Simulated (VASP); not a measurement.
# TiO (P-6m2) in VASP: further runs, part 2 of 2

VASP 6.6.1. The steps go on from the part before.

### Step 4. Single point, r2SCAN, collinear spin, ferromagnetic start

This run uses another cell than the first one, of 12.88 Å³/atom, 1.384 times its volume.

File POSCAR:

```
TiO
1.0
    3.0309987015      0.0000000000      0.0000000000
   -1.5154993507      2.6249218743      0.0000000000
    0.0000000000      0.0000000000      3.2377000000
Ti O
1 1
Direct
    0.6666666667      0.3333333333      0.0000000000
    0.0000000000      0.0000000000      0.5000000000
```

File INCAR.step1:

```
ALGO = Normal ; EDIFF = 1E-4
ENCUT = 520 ; GGA = PE
ISMEAR = 0 ; ISPIN = 2
LASPH = T ; LCHARG = F
LMAXMIX = 4 ; LREAL = F
LWAVE = T ; MAGMOM = 1 0
NBANDS = 20 ; NELM = 150
PREC = Accurate ; SIGMA = 0.1
```

File INCAR.step2:

```
ALGO = Normal ; EDIFF = 1E-6
ENCUT = 520 ; ISIF = 2
ISMEAR = 0 ; ISPIN = 2
ISTART = 1 ; LASPH = T
LCHARG = F ; LMAXMIX = 4
LMIXTAU = T ; LORBIT = 11
LREAL = F ; LWAVE = F
MAGMOM = 1 0 ; METAGGA = R2SCAN
NBANDS = 20 ; NELM = 150
PREC = Accurate ; SIGMA = 0.1
```

File KPOINTS:

```
k-points
0
Gamma
  6 6 6
```

Potentials or basis: VASP PAW PBE potentials, release 64 (Ti_sv, O).

Command:

```bash
$ cat potpaw_PBE.64/Ti_sv/POTCAR potpaw_PBE.64/O/POTCAR > POTCAR
$ cp INCAR.step1 INCAR
$ mpirun -np 1 vasp_std > vasp.out
$ cp INCAR.step2 INCAR
$ mpirun -np 1 vasp_std > vasp.out
```

OUTCAR:

```text
EDIFF = 1E-6
   ENCUT = 520
   ISIF = 2
   ISMEAR = 0
   ISPIN = 2
   ISTART = 1
   LASPH = T
   LORBIT = 11
   LREAL = F
   METAGGA = R2SCAN
   NELM = 150
   PREC = Accurate

 ion  position               nearest neighbor table
   1  0.667  0.333  0.000-   2 2.38   2 2.38   2 2.38   2 2.38   2 2.38   2 2.38
   2  0.000  0.000  0.500-   1 2.38   1 2.38   1 2.38   1 2.38   1 2.38   1 2.38

  LATTYP: Found a hexagonal cell.
 ALAT       =     3.0309987015
 C/A-ratio  =     1.0681957727

  Lattice vectors:

 A1 = (   3.0309987015,   0.0000000000,   0.0000000000)
 A2 = (  -1.5154993507,   2.6249218743,   0.0000000000)
 A3 = (   0.0000000000,   0.0000000000,   3.2377000000)

Analysis of symmetry for initial positions (statically):
=====================================================================
 Subroutine PRICEL returns:
 Original cell was already a primitive cell.

 Routine SETGRP: Setting up the symmetry group for a
 hexagonal supercell.

 Subroutine GETGRP returns: Found 12 space group operations
 (whereof 12 operations were pure point group operations)
 out of a pool of 24 trial point group operations.

The static configuration has the point symmetry D_3h.

Analysis of symmetry for dynamics (positions and initial velocities):
=====================================================================
 Subroutine PRICEL returns:
 Original cell was already a primitive cell.

 Routine SETGRP: Setting up the symmetry group for a
 hexagonal supercell.

 Subroutine GETGRP returns: Found 12 space group operations
 (whereof 12 operations were pure point group operations)
 out of a pool of 24 trial point group operations.

The dynamic configuration has the point symmetry D_3h.

Analysis of structural, dynamic, and magnetic symmetry:
=====================================================================
 Subroutine PRICEL returns:
 Original cell was already a primitive cell.

 Routine SETGRP: Setting up the symmetry group for a
 hexagonal supercell.

 Subroutine GETGRP returns: Found 12 space group operations
 (whereof 12 operations were pure point group operations)
 out of a pool of 24 trial point group operations.

The overall configuration has the point symmetry D_3h.

 Subroutine INISYM returns: Found 12 space group operations
 (whereof 12 operations are pure point group operations),
 and found     1 'primitive' translations

----------------------------------------------------------------------------------------

                                     Primitive cell

  volume of cell :      25.7596

  direct lattice vectors                    reciprocal lattice vectors
     3.030998702  0.000000000  0.000000000     0.329924259  0.190481860  0.000000000
    -1.515499351  2.624921874  0.000000000     0.000000000  0.380963719  0.000000000
     0.000000000  0.000000000  3.237700000     0.000000000  0.000000000  0.308861229

  length of vectors
     3.030998702  3.030998701  3.237700000     0.380963719  0.380963719  0.308861229

  position of ions in fractional coordinates (direct lattice)
     0.666666667  0.333333333  0.000000000
     0.000000000  0.000000000  0.500000000

  ion indices of the primitive-cell ions
[... 67 lines left out ...]
   ISTART =      1    job   : 0-new  1-cont  2-samecut
   ICHARG =      0    charge: 1-file 2-atom 10-const
   ISPIN  =      2    spin polarized calculation?
   LNONCOLLINEAR =      F non collinear calculations
   LSORBIT =      F    spin-orbit coupling
   LASPH  =      T    aspherical Exc in radial PAW
   ENCUT  =  520.0 eV  38.22 Ry    6.18 a.u.   5.64  5.64  6.02*2*pi/ulx,y,z
   NELM   =    150;   NELMIN=  2; NELMDL=  0     # of ELM steps
   EDIFF  = 0.1E-05   stopping-criterion for ELM
   LREAL  =      F    real-space projection
   EDIFFG = 0.1E-04   stopping-criterion for IOM
   NSW    =      0    number of steps for IOM
   IBRION =     -1    ionic relax: 0-MD 1-quasi-New 2-CG
   NFREE  =      0    steps in history (QN), initial steepest desc. (CG)
   ISIF   =      2    stress and relaxation
   ISYM   =      2    0-nonsym 1-usesym 2-fastsym
   POTIM  = 0.5000    time-step for ionic-motion
   TEBEG  =    0.0;   TEEND  =   0.0 temperature during run
   PSTRESS=    0.0 pullay stress
   NELECT =      18.0000    total number of electrons
   NUPDOWN=      -1.0000    fix difference up-down
   EMIN   =  10.00;   EMAX   =-10.00  energy-range for DOS
   EFERMI =   0.00;   METHOD = LEGACY
   ISMEAR =     0;   SIGMA  =   0.10  broadening in eV -4-tet -1-fermi 0-gaus
   EFERMI_NEDOS =   21; number of points for ismear=-14 and -15
   IALGO  =     38    algorithm
   IMIX   =      4    mixing-type and parameters
     AMIX     =   0.40;   BMIX     =  1.00
     AMIX_MAG =   1.60;   BMIX_MAG =  1.00
  volume/ion in A,a.u.               =      12.88        86.92
  Fermi-wavevector in a.u.,A,eV,Ry     =   1.452734  2.745269 28.714224  2.110436
  Thomas-Fermi vector in A             =   2.570082
   LORBIT       =     11    0 simple, 1 ext, 2 COOP (PROOUT), +10 PAW based schemes
   METAGGA = R2SCAN    functional components
   LHFCALC =     F    Hartree Fock is set to
   AEXX    =    0.0000 exact exchange contribution
   IVDW    =     0    specifies the selected vdW correction
   LEPSILON=     F    determine dielectric tensor
   LRPA    =     F    only Hartree local field effects (RPA)
 spin polarized calculation
 Gauss-broadening in eV      SIGMA  =   0.10
  energy-cutoff  :      520.00
  volume of cell :       25.76
 maximum number of plane-waves:       721
 NGX is ok and might be reduce to    24
   NGX = 11   NGY = 11   NGZ = 13

 number of electron      18.0000004 magnetization       0.0000000

 number of electron      18.0000004 magnetization      -0.0000000

 Free energy of the ion-electron system (eV)
  ---------------------------------------------------
  ext. energy  EPLUGINS =         0.00000000
  ---------------------------------------------------
  free energy    TOTEN  =       -23.29417117 eV

  energy without entropy =      -23.29374961  energy(sigma->0) =      -23.29396039

 E-fermi :   7.5876     XC(G=0): -11.9797

 val. band max:        7.5147009039   @ k =   0.0000   0.0000   0.5000
 cond. band min:       7.6826678659   @ k =   0.0000   0.0000   0.5000
 fundamental gap:      0.1679669619
 Fermi energy:         7.5876257745

 spin component 1

 k-point     1 :       0.0000    0.0000    0.0000
  band No.  band energies     occupation
      1     -52.8753      1.00000
      2     -28.0956      1.00000
      3     -27.8169      1.00000
      4     -27.8168      1.00000
      5     -13.2878      1.00000
      6       2.8655      1.00000
[... 541 lines left out ...]
     19      28.8108      0.00000
     20      30.2413      0.00000

 [... further k-points ...]

 spin component 2

 k-point     1 :       0.0000    0.0000    0.0000
  band No.  band energies     occupation
      1     -52.8753      1.00000
      2     -28.0956      1.00000
      3     -27.8169      1.00000
      4     -27.8168      1.00000
      5     -13.2878      1.00000
      6       2.8655      1.00000
[... 541 lines left out ...]
     19      28.8108      0.00000
     20      30.2413      0.00000

 [... further k-points ...]

------------------------ aborting loop because EDIFF is reached ----------------------------------------

  FORCE on cell =-STRESS in cart. coord.  units (eV):
  Direction    XX          YY          ZZ          XY          YZ          ZX
  --------------------------------------------------------------------------------------
  -------------------------------------------------------------------------------------
  Total       -5.1901249     -5.1901249     -8.5228586     -0.0000000     -0.0000000      0.0000000
  in kB     -322.8119898   -322.8119898   -530.0991777     -0.0000000     -0.0000000      0.0000000
  external PRESSURE =    -391.9077191 kB  Pullay stress =       0.0000000 kB

 VOLUME and BASIS-vectors are now :
 -----------------------------------------------------------------------------
  energy-cutoff  :      520.00
  volume of cell :       25.76
      direct lattice vectors                 reciprocal lattice vectors
     3.030998702  0.000000000  0.000000000     0.329924259  0.190481860  0.000000000
    -1.515499351  2.624921874  0.000000000     0.000000000  0.380963719  0.000000000
     0.000000000  0.000000000  3.237700000     0.000000000  0.000000000  0.308861229

 POSITION                                       TOTAL-FORCE (eV/Angst)
 -----------------------------------------------------------------------------------
      1.51550      0.87497      0.00000         0.000000     -0.000000      0.000000
      0.00000      0.00000      1.61885        -0.000000      0.000000      0.000000
 -----------------------------------------------------------------------------------
    total drift:                               -0.000001      0.000000      0.000000

  FREE ENERGIE OF THE ION-ELECTRON SYSTEM (eV)
  ---------------------------------------------------
  free  energy   TOTEN  =       -23.2941711724 eV

  energy  without entropy=      -23.2937496051  energy(sigma->0) =      -23.29396039

 total charge

# of ion       s       p       d       tot
------------------------------------------
    1        2.127   6.074   1.778   9.978
    2        1.555   3.381   0.000   4.936
--------------------------------------------------
tot          3.682   9.455   1.778  14.915

 magnetization (x)

# of ion       s       p       d       tot
------------------------------------------
    1        0.000   0.000   0.000   0.000
    2        0.000  -0.000   0.000   0.000
--------------------------------------------------
tot          0.000   0.000   0.000   0.000
```

Wall time 38 s (1 thread of Intel Xeon 6975P-C (Granite Rapids), shared host); peak memory 0.17 GiB.

What came out:

```yaml
Free_energy: -23.2942 eV
Pressure: -39.2 GPa
Band_gap_on_the_k_mesh: 0.17 eV, direct
Net_moment: 0.00 μB per cell
Valence_electrons_inside_the_program's_atomic_spheres: Ti 9.98; O 4.94
```

Stress tensor (GPa, compression positive):
```
-32.28   0.00   0.00
  0.00 -32.28   0.00
  0.00   0.00 -53.01
```

Levels at points of the mesh, in eV from the valence-band top:
Spin up:
```csv
k point,band 7,band 8,band 9,band 10,band 11,band 12
"(0.00, 0.00, 0.00)",-4.01,-4.01,-2.42,0.97,1.09,1.09
"(0.50, 0.00, 0.00)",-5.19,-4.04,-1.64,1.42,1.58,2.14
"(0.00, 0.00, 0.50)",-3.77,-3.77,0.00,0.17,0.17,1.86
"(0.50, 0.00, 0.50)",-6.17,-4.72,-0.88,1.27,1.89,2.25
```
Spin down:
| k point | band 5 | band 6 | band 7 | band 8 | band 9 | band 10 | band 11 | band 12 | band 13 | band 14 |
| --- | --- | --- | --- | --- | --- | --- | --- | --- | --- | --- |
| (0.00, 0.00, 0.00) | -20.80 | -4.65 | -4.01 | -4.01 | -2.42 | 0.97 | 1.09 | 1.09 | 1.76 | 1.76 |
| (0.50, 0.00, 0.00) | -20.08 | -6.95 | -5.19 | -4.04 | -1.64 | 1.42 | 1.58 | 2.14 | 2.28 | 4.79 |
| (0.00, 0.00, 0.50) | -20.32 | -7.55 | -3.77 | -3.77 | 0.00 | 0.17 | 0.17 | 1.86 | 1.86 | 5.98 |
| (0.50, 0.00, 0.50) | -20.05 | -6.24 | -6.17 | -4.72 | -0.88 | 1.27 | 1.89 | 2.25 | 2.68 | 6.46 |

Caveat: the PAW data sets were made with another functional, which shifts forces and pressure a little. A k mesh can miss the band edges.

### Step 5. The runs side by side

```tsv
task	spin	cell	k mesh	cutoff (eV)	gap on the mesh (eV)	pressure (GPa)
relaxation of shape and atoms at fixed volume	off	relaxed from a = 2.775, b = 2.775, c = 2.790 Å, angles 90.0, 90.0, 120.0°, 2 atoms	18 × 18 × 14	600	none	10.0
single point	off	a = 2.802, b = 2.802, c = 2.822 Å, angles 90.0, 90.0, 120.0°, 2 atoms	6 × 6 × 6	520	none	1.8
single point	collinear, ferromagnetic start	a = 3.031, b = 3.031, c = 3.238 Å, angles 90.0, 90.0, 120.0°, 2 atoms	6 × 6 × 6	520	0.17	-39.2
```

Alike in all rows: level r2SCAN; potentials or basis VASP PAW PBE potentials, release 64 (Ti_sv, O); smearing gaussian 0.1 eV.

Caveats: some runs use coarse meshes; the PAW data sets were made with another functional, which shifts forces and pressure a little; semilocal functionals often make such compounds metallic where correlation or magnetic order opens a gap, which also shifts bond lengths (some runs).

Total energies depend on the potentials used, so only differences within one code and one set of settings carry meaning.
